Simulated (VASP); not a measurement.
# Al4As5 in VASP: a series of runs

Al4As5 is run at these levels: PBEsol; tasks: single point, relaxation of the atoms.

Program: VASP 6.6.1. These are calculated values, not measurements. Logs are shortened: lines on timing, memory, paths and dates and some standing lists are left out, and cuts for length are marked.

## Step 1: The cell of the first run

The cell holds a slab with vacuum, 9 atoms: a = 4.003 Å, b = 4.003 Å, c = 29.322 Å, α = 90.00°, β = 90.00°, γ = 90.00°.

## Step 2: Single point, PBEsol

Contents of INCAR:

```
SYSTEM = Al4As5
PREC = Accurate
ENCUT = 400
EDIFF = 1E-6
ISMEAR = 0
SIGMA = 0.05
LREAL = .False.
LASPH = .True.
NELM = 120
ALGO = Normal
ISIF = 2
LWAVE = .False.
LCHARG = .False.
LDIPOL = .True.
IDIPOL = 3
DIPOL = 0.5 0.5 0.501
GGA = PS
NBANDS = 28
GGA_COMPAT = .False.
NELMDL = -8
```

Contents of KPOINTS:

```
regular mesh
0
Gamma
  15 15 1
  0 0 0
```

Contents of POSCAR:

```
Al4As5
1.0
    4.0027900700      0.0000000000      0.0000000000
    0.0000000000      4.0027900700      0.0000000000
    0.0000000000      0.0000000000     29.3215998945
As Al
5 4
Direct
    0.0000000000      0.5000000000      0.3069409593
    0.5000000000      0.0000000000      0.4034704797
    0.0000000000      0.5000000000      0.5005039086
    0.5000000000      0.0000000000      0.5973038832
    0.0000000000      0.5000000000      0.6945006738
    0.5000000000      0.5000000000      0.3552057195
    0.0000000000      0.0000000000      0.4517352398
    0.5000000000      0.5000000000      0.5494017756
    0.0000000000      0.0000000000      0.6467364552
```

Potentials or basis: VASP PAW PBE potentials, release 64 (As, Al).

Launch:

```bash
> cat potpaw_PBE.64/As/POTCAR potpaw_PBE.64/Al/POTCAR > POTCAR
> mpirun -np 1 vasp_std > vasp.out
```

OUTCAR:

```text
SYSTEM = Al4As5
   PREC = Accurate
   ENCUT = 400
   EDIFF = 1E-6
   ISMEAR = 0
   LREAL = .False.
   LASPH = .True.
   NELM = 120
   ISIF = 2
   GGA = PS
   NELMDL = -8

 ion  position               nearest neighbor table
   1  0.000  0.500  0.307-   6 2.45   6 2.45
   2  0.500  0.000  0.403-   7 2.45   7 2.45   6 2.45   6 2.45
   3  0.000  0.500  0.501-   7 2.46   7 2.46   8 2.46   8 2.46
   4  0.500  0.000  0.597-   8 2.45   8 2.45   9 2.47   9 2.47
   5  0.000  0.500  0.695-   9 2.44   9 2.44
   6  0.500  0.500  0.355-   1 2.45   2 2.45   2 2.45   1 2.45
   7  0.000  0.000  0.452-   2 2.45   2 2.45   3 2.46   3 2.46
   8  0.500  0.500  0.549-   4 2.45   4 2.45   3 2.46   3 2.46
   9  0.000  0.000  0.647-   5 2.44   5 2.44   4 2.47   4 2.47

  LATTYP: Found a simple tetragonal cell.
 ALAT       =     4.0027900700
 C/A-ratio  =     7.3252904553

  Lattice vectors:

 A1 = (   4.0027900700,   0.0000000000,   0.0000000000)
 A2 = (   0.0000000000,   4.0027900700,   0.0000000000)
 A3 = (   0.0000000000,   0.0000000000,  29.3215998945)

Analysis of symmetry for initial positions (statically):
=====================================================================
 Subroutine PRICEL returns:
 Original cell was already a primitive cell.

 Routine SETGRP: Setting up the symmetry group for a
 simple tetragonal supercell.

 Subroutine GETGRP returns: Found  4 space group operations
 (whereof  4 operations were pure point group operations)
 out of a pool of 16 trial point group operations.

The static configuration has the point symmetry C_2v.

Analysis of symmetry for dynamics (positions and initial velocities):
=====================================================================
 Subroutine PRICEL returns:
 Original cell was already a primitive cell.

 Routine SETGRP: Setting up the symmetry group for a
 simple tetragonal supercell.

 Subroutine GETGRP returns: Found  4 space group operations
 (whereof  4 operations were pure point group operations)
 out of a pool of 16 trial point group operations.

The dynamic configuration has the point symmetry C_2v.

 Subroutine INISYM returns: Found  4 space group operations
 (whereof  4 operations are pure point group operations),
 and found     1 'primitive' translations

----------------------------------------------------------------------------------------

                                     Primitive cell

  volume of cell :     469.8003

[... 118 lines left out ...]
   EFERMI_NEDOS =   21; number of points for ismear=-14 and -15
   IALGO  =     38    algorithm
   IMIX   =      4    mixing-type and parameters
     AMIX     =   0.40;   BMIX     =  1.00
     AMIX_MAG =   1.60;   BMIX_MAG =  1.00
  volume/ion in A,a.u.               =      52.20       352.26
  Fermi-wavevector in a.u.,A,eV,Ry     =   0.701732  1.326080  6.699878  0.492427
  Thomas-Fermi vector in A             =   1.786238
   LORBIT       =      0    0 simple, 1 ext, 2 COOP (PROOUT), +10 PAW based schemes
   GGA     = PS    functional components
   LHFCALC =     F    Hartree Fock is set to
   AEXX    =    0.0000 exact exchange contribution
   IVDW    =     0    specifies the selected vdW correction
   LEPSILON=     F    determine dielectric tensor
   LRPA    =     F    only Hartree local field effects (RPA)
 non-spin polarized calculation
 Gauss-broadening in eV      SIGMA  =   0.05
  energy-cutoff  :      400.00
  volume of cell :      469.80
 maximum number of plane-waves:      8611
 NGX is ok and might be reduce to    28
   NGX = 13   NGY = 13   NGZ = 95

 dipolmoment           0.000000      0.000000      0.000198 electrons x Angstroem

 number of electron      37.0000006 magnetization

 dipolmoment           0.000000      0.000000     -0.000218 electrons x Angstroem

 Free energy of the ion-electron system (eV)
  ---------------------------------------------------
  ext. energy  EPLUGINS =         0.00000000
  ---------------------------------------------------
  free energy    TOTEN  =       -41.86686985 eV

  energy without entropy =      -41.86100206  energy(sigma->0) =      -41.86393595

 E-fermi :  -1.8352     XC(G=0):  -4.6094

 val. band max:       -1.8407894960   @ k =   0.0000   0.1333   0.0000
 cond. band min:      -1.8305142826   @ k =   0.1333   0.0000   0.0000
 fundamental gap:      0.0102752134
 Fermi energy:        -1.8351741469

 k-point     1 :       0.0000    0.0000    0.0000
  band No.  band energies     occupation
      1     -13.5557      2.00000
      2     -13.0542      2.00000
      3     -12.4184      2.00000
      4     -11.5619      2.00000
      5     -11.4111      2.00000
      6      -6.7140      2.00000
[... 733 lines left out ...]
     27       3.1386      0.00000
     28       3.3590      0.00000

 [... further k-points ...]

------------------------ aborting loop because EDIFF is reached ----------------------------------------

 vacuum level on the upper side and lower side of the slab       (xc-potential included)        -0.185        -0.181

  FORCE on cell =-STRESS in cart. coord.  units (eV):
  Direction    XX          YY          ZZ          XY          YZ          ZX
  --------------------------------------------------------------------------------------
  -------------------------------------------------------------------------------------
  Total       -1.8569348     -1.3002539      0.3500441      0.0000000      0.0000000      0.0000000
  in kB       -6.3327732     -4.4343038      1.1937683      0.0000000      0.0000000      0.0000000
  external PRESSURE =      -3.1911029 kB  Pullay stress =       0.0000000 kB

 VOLUME and BASIS-vectors are now :
 -----------------------------------------------------------------------------
  energy-cutoff  :      400.00
  volume of cell :      469.80
      direct lattice vectors                 reciprocal lattice vectors
     4.002790070  0.000000000  0.000000000     0.249825742  0.000000000  0.000000000
     0.000000000  4.002790070  0.000000000     0.000000000  0.249825742  0.000000000
     0.000000000  0.000000000 29.321599895     0.000000000  0.000000000  0.034104551

 POSITION                                       TOTAL-FORCE (eV/Angst)
 -----------------------------------------------------------------------------------
      0.00000      2.00140      9.00000         0.000000      0.000000      0.024831
      2.00140      0.00000     11.83040         0.000000      0.000000      0.231167
      0.00000      2.00140     14.67558         0.000000      0.000000     -0.000790
      2.00140      0.00000     17.51391         0.000000      0.000000     -0.035252
      0.00000      2.00140     20.36387         0.000000      0.000000      0.028298
      2.00140      2.00140     10.41520         0.000000      0.000000     -0.236921
      0.00000      0.00000     13.24560         0.000000      0.000000     -0.034439
      2.00140      2.00140     16.10934         0.000000      0.000000      0.014171
      0.00000      0.00000     18.96335         0.000000      0.000000      0.008935
 -----------------------------------------------------------------------------------
    total drift:                               -0.000000      0.000000      0.000072

  FREE ENERGIE OF THE ION-ELECTRON SYSTEM (eV)
  ---------------------------------------------------
  free  energy   TOTEN  =       -41.8668698507 eV

  energy  without entropy=      -41.8610020567  energy(sigma->0) =      -41.86393595

 vacuum level on the upper side and lower side of the slab         4.097         4.098
```

Wall time 9.7 min (1 thread of AMD EPYC 9R45 (Zen 5), shared host); peak memory 0.65 GiB.

Results:

* Free energy: -41.8669 eV
* Largest force: 0.237 eV/Å
* Band gap on the k mesh: zero (an odd number of electrons rules out a gap without spin polarisation)

Forces in eV/Å, atoms in the order of the input:
```
As   0.000  0.000  0.025
As   0.000  0.000  0.231
As   0.000  0.000 -0.001
As   0.000  0.000 -0.035
As   0.000  0.000  0.028
Al   0.000  0.000 -0.237
Al   0.000  0.000 -0.034
Al   0.000  0.000  0.014
Al   0.000  0.000  0.009
```

Caveat: the PAW data sets were made with another functional, which shifts forces and pressure a little.

## Step 3: Relaxation of the atoms, PBEsol

Contents of INCAR:

```
SYSTEM = Al4As5
PREC     = Accurate       ! precision mode
ENCUT    = 450            ! plane-wave cutoff, eV
EDIFF    = 1E-7           ! SCF threshold, eV
ISMEAR   = 0              ! smearing method
SIGMA    = 0.05           ! smearing width, eV
LREAL    = .FALSE.        ! projectors in reciprocal space
LASPH    = .TRUE.         ! aspherical terms in the spheres
NELM     = 120            ! most SCF steps
ALGO     = Normal         ! electronic algorithm
ISIF     = 2              ! what is computed and relaxed
LWAVE    = .FALSE.        ! write WAVECAR
LCHARG   = .FALSE.        ! write CHGCAR
LDIPOL   = .TRUE.       
IDIPOL   = 3            
DIPOL    = 0.5 0.5 0.500
GGA      = PS             ! functional
IBRION   = 2              ! ionic algorithm
NSW      = 60             ! ionic steps
EDIFFG   = -0.04          ! ionic threshold
GGA_COMPAT= .FALSE.      
NELMIN   = 4            
NELMDL   = -8
```

Contents of KPOINTS:

```
regular mesh
0
G
  7 7 1
  0 0 0
```

Contents of POSCAR:

```
Al4As5
1.0
    4.0027900700      0.0000000000      0.0000000000
    0.0000000000      4.0027900700      0.0000000000
    0.0000000000      0.0000000000     29.3215998945
As Al
5 4
Selective dynamics
Direct
    0.0000000000      0.5000000000      0.3069409593  F F F
    0.5000000000      0.0000000000      0.4034704797  F F F
    0.0000000000      0.5000000000      0.5000000000  T T T
    0.5000000000      0.0000000000      0.5965295203  T T T
    0.0000000000      0.5000000000      0.6930590407  T T T
    0.5000000000      0.5000000000      0.3552057195  F F F
    0.0000000000      0.0000000000      0.4517352398  F F F
    0.5000000000      0.5000000000      0.5482647602  T T T
    0.0000000000      0.0000000000      0.6447942805  T T T
```

Potentials or basis: VASP PAW PBE potentials, release 64 (As, Al).

Launch:

```bash
> cat potpaw_PBE.64/As/POTCAR potpaw_PBE.64/Al/POTCAR > POTCAR
> mpirun -np 1 vasp_std > vasp.out
```

OUTCAR:

```text
SYSTEM = Al4As5
   PREC = Accurate
   ENCUT = 450
   EDIFF = 1E-7
   ISMEAR = 0
   LREAL = .FALSE.
   LASPH = .TRUE.
   NELM = 120
   ISIF = 2
   GGA = PS
   IBRION = 2
   NSW = 60
   EDIFFG = -0.04
   NELMIN = 4
   NELMDL = -8

 ion  position               nearest neighbor table
   1  0.000  0.500  0.307-   6 2.45   6 2.45
   2  0.500  0.000  0.403-   7 2.45   7 2.45   6 2.45   6 2.45
   3  0.000  0.500  0.500-   7 2.45   8 2.45   7 2.45   8 2.45
   4  0.500  0.000  0.597-   8 2.45   8 2.45   9 2.45   9 2.45
   5  0.000  0.500  0.693-   9 2.45   9 2.45
   6  0.500  0.500  0.355-   1 2.45   2 2.45   2 2.45   1 2.45
   7  0.000  0.000  0.452-   2 2.45   2 2.45   3 2.45   3 2.45
   8  0.500  0.500  0.548-   4 2.45   4 2.45   3 2.45   3 2.45
   9  0.000  0.000  0.645-   4 2.45   5 2.45   5 2.45   4 2.45

[... 347 lines left out ...]
  energy without entropy =      -41.82438148  energy(sigma->0) =      -41.83026703

 E-fermi :  -1.8591     XC(G=0):  -4.5937

 val. band max:       -1.8733327907   @ k =   0.0000   0.0000   0.0000
 cond. band min:      -1.8583479777   @ k =  -0.2857   0.4286   0.0000
 fundamental gap:      0.0149848130
 Fermi energy:        -1.8590618099

 k-point     1 :       0.0000    0.0000    0.0000
  band No.  band energies     occupation
      1     -13.5798      2.00000
      2     -13.0617      2.00000
      3     -12.4231      2.00000
      4     -11.5642      2.00000
      5     -11.4105      2.00000
      6      -6.7029      2.00000
[... 405 lines left out ...]
     22       0.5848      0.00000
     23       1.2014      0.00000

------------------------ aborting loop because EDIFF is reached ----------------------------------------

 vacuum level on the upper side and lower side of the slab       (xc-potential included)        -0.010        -0.005

  FORCE on cell =-STRESS in cart. coord.  units (eV):
  Direction    XX          YY          ZZ          XY          YZ          ZX
  --------------------------------------------------------------------------------------
  -------------------------------------------------------------------------------------
  Total       -1.6944258     -0.8720377      0.8135868      0.0000000      0.0000000      0.0000000
  in kB       -5.7785629     -2.9739426      2.7746051      0.0000000      0.0000000      0.0000000
  external PRESSURE =      -1.9926334 kB  Pullay stress =       0.0000000 kB
[... 24 lines left out ...]
  FREE ENERGIE OF THE ION-ELECTRON SYSTEM (eV)
  ---------------------------------------------------
  free  energy   TOTEN  =       -41.8361525748 eV

  energy  without entropy=      -41.8243814817  energy(sigma->0) =      -41.83026703

 reached required accuracy - stopping structural energy minimisation

 vacuum level on the upper side and lower side of the slab         4.205         4.210
```

OSZICAR:

```text
N       E                     dE             d eps       ncg     rms          rms(c)
DAV:   1     0.194944995954E+03    0.19494E+03   -0.10949E+04   736   0.102E+03
DAV:   2    -0.199171502320E+02   -0.21486E+03   -0.21082E+03  1069   0.186E+02
DAV:   3    -0.419174364010E+02   -0.22000E+02   -0.21757E+02   885   0.637E+01
DAV:   4    -0.428696262016E+02   -0.95219E+00   -0.95025E+00  1019   0.154E+01
[... 54 lines left out ...]
DAV:   3    -0.418361542472E+02    0.39829E-03   -0.16084E-03   950   0.100E-01    0.113E-02
DAV:   4    -0.418361527477E+02    0.14996E-05   -0.22480E-05   883   0.215E-02    0.521E-03
DAV:   5    -0.418361526452E+02    0.10242E-06   -0.20174E-06   961   0.689E-03    0.307E-03
DAV:   6    -0.418361525268E+02    0.11845E-06   -0.51965E-07   828   0.320E-03    0.906E-04
DAV:   7    -0.418361525748E+02   -0.48020E-07   -0.90434E-08   669   0.171E-03
   4 F= -.41836153E+02 E0= -.41830267E+02  d E =-.188061E-03
```

CONTCAR:

```text
Al4As5
   1.00000000000000
     4.0027900699999996    0.0000000000000000    0.0000000000000000
     0.0000000000000000    4.0027900699999996    0.0000000000000000
     0.0000000000000000    0.0000000000000000   29.3215998945000003
  As              Al
     5     4
Selective dynamics
Direct
     0.0000000000000000    0.5000000000000000    0.3069409593000003   F   F   F
     0.5000000000000000    0.0000000000000000    0.4034704796999975   F   F   F
     0.0000000000000000    0.5000000000000000    0.5000213654189485   T   T   T
     0.5000000000000000    0.0000000000000000    0.5961190254588715   T   T   T
     0.0000000000000000    0.5000000000000000    0.6930445105077839   T   T   T
     0.5000000000000000    0.5000000000000000    0.3552057194999989   F   F   F
     0.0000000000000000    0.0000000000000000    0.4517352398000014   F   F   F
     0.5000000000000000    0.5000000000000000    0.5486121550933669   T   T   T
     0.0000000000000000    0.0000000000000000    0.6454251400351791   T   T   T

  0.00000000E+00  0.00000000E+00  0.00000000E+00
  0.00000000E+00  0.00000000E+00  0.00000000E+00
  0.00000000E+00  0.00000000E+00  0.00000000E+00
  0.00000000E+00  0.00000000E+00  0.00000000E+00
  0.00000000E+00  0.00000000E+00  0.00000000E+00
  0.00000000E+00  0.00000000E+00  0.00000000E+00
  0.00000000E+00  0.00000000E+00  0.00000000E+00
  0.00000000E+00  0.00000000E+00  0.00000000E+00
  0.00000000E+00  0.00000000E+00  0.00000000E+00
```

Run time: 5.3 min. Hardware: 1 thread of AMD EPYC 9R45 (Zen 5), shared host; peak memory 0.46 GiB.

What came out:

```yaml
Free_energy: -41.8362 eV
Energy_gained_by_relaxing: 0.4 meV/atom
Ionic_steps: 4
Band_gap_on_the_k_mesh: zero (an odd number of electrons rules out a gap without spin polarisation)
```

The path:
```tsv
step	energy change (eV)	largest force on free atoms (eV/Å)	pressure (GPa)
1	0.0000	0.2158	-0.20
2	-0.0033	0.1026	-0.20
3	-0.0037	0.0429	-0.20
4	-0.0039	0.0373	-0.20
```

Final structure:
```cif
data_structure
_symmetry_space_group_name_H-M 'P 1'
_symmetry_Int_Tables_number 1
_cell_length_a 4.0028
_cell_length_b 4.0028
_cell_length_c 29.3216
_cell_angle_alpha 90.000
_cell_angle_beta 90.000
_cell_angle_gamma 90.000
_cell_volume 469.80
loop_
_atom_site_label
_atom_site_type_symbol
_atom_site_fract_x
_atom_site_fract_y
_atom_site_fract_z
_atom_site_occupancy
As1 As 0.00000 0.50000 0.30694 1
As2 As 0.50000 0.00000 0.40347 1
As3 As 0.00000 0.50000 0.50002 1
As4 As 0.50000 0.00000 0.59612 1
As5 As 0.00000 0.50000 0.69304 1
Al1 Al 0.50000 0.50000 0.35521 1
Al2 Al 0.00000 0.00000 0.45174 1
Al3 Al 0.50000 0.50000 0.54861 1
Al4 Al 0.00000 0.00000 0.64543 1
```

Caveat: the PAW data sets were made with another functional, which shifts forces and pressure a little.
